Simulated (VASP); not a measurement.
Set up this calculation in VASP 6.6.1, as the native input.

* Task: single point
* Functional: PBE
* Potentials or basis: VASP PAW PBE potentials, release 64 (Ti_sv, Nb_sv, B)
* Cutoff: 520 eV
* k mesh: 4 × 4 × 4
* Occupations: gaussian, width 0.1 eV
* Spin: no spin polarisation
* Dipole correction: no
* Further INCAR settings: ALGO = Normal; EDIFF = 1e-06; NBANDS = 35

The structure of TiNb3B lies in POSCAR:

```
TiNb3B
1.0
    4.3940337362      0.0000000000      0.0000000000
    0.0000000000      4.3940337362      0.0000000000
    0.0000000000      0.0000000000      4.3940337362
Ti Nb B
1 3 1
Direct
    0.0000000000      0.0000000000      0.0000000000
    0.0000000000      0.5000000000      0.5000000000
    0.5000000000      0.0000000000      0.5000000000
    0.5000000000      0.5000000000      0.0000000000
    0.5000000000      0.5000000000      0.5000000000
```

These files were run (other wordings do the same):

INCAR

```
ALGO     = Normal         # electronic algorithm
EDIFF    = 1E-6           # SCF threshold, eV
ENCUT    = 520            # plane-wave cutoff, eV
GGA      = PE             # functional
ISIF     = 2              # what is computed and relaxed
ISMEAR   = 0              # smearing method
LASPH    = T              # aspherical terms in the spheres
LCHARG   = F              # write CHGCAR
LREAL    = F              # projectors in reciprocal space
LWAVE    = F              # write WAVECAR
NBANDS   = 35             # bands
NELM     = 60             # most SCF steps
PREC     = Accurate       # precision mode
SIGMA    = 0.1            # smearing width, eV
```

KPOINTS

```
k-points
0
Gamma
  4 4 4
```

Potentials or basis: VASP PAW PBE potentials, release 64 (Ti_sv, Nb_sv, B).

The run is started by

```sh
$ cat potpaw_PBE.64/Ti_sv/POTCAR potpaw_PBE.64/Nb_sv/POTCAR potpaw_PBE.64/B/POTCAR > POTCAR
$ mpirun -np 1 vasp_std > vasp.out
```

Results of the run:

```
Pressure               : 0.0 GPa
Band gap on the k mesh : zero (band 27 reaches 9.50 eV, above the bottom of band 28 at 8.97 eV)
```

It took 24 s on 1 thread of AMD EPYC 9R45 96-Core Processor (Zen 5) (shared host), peak memory 0.18 GiB.
